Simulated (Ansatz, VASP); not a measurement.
GaN: VASP beside Ansatz

```
Ga N
1.0
     0.00000    2.16123    2.06009
     2.16123    0.00000    2.06009
     2.16123    2.16123    0.00000
Ga N
1 1
Direct
  0.00000 0.00000 0.00000
  0.50000 0.50000 0.50000
```

Change from the starting cell: epitaxial_xy strain +2.5%.

Alike in both runs: task single point; functional PBE; k mesh 10 × 10 × 10; occupations fermi-dirac, width 0.02 eV; no spin polarisation.

|  | VASP | Ansatz |
| --- | --- | --- |
| version | VASP 6.6.1 | Ansatz 0.2.0 |
| potentials or method | VASP PAW PBE potentials, release 64 (Ga_d, N) | plane waves, PAW |
| plane-wave cutoff (eV) | 520 | 420 |
| valence electrons in the cell | 18 | 18 |

|  | VASP | Ansatz | Ansatz less VASP |
| --- | --- | --- | --- |
| pressure (GPa) | 3.7 | 3.0 | -0.77 |
| traceless stress, the component that is largest in VASP (GPa) | 5.81 | 5.75 | -0.058 |

With one functional, cell and mesh, what is left measures potentials, basis and numerics.
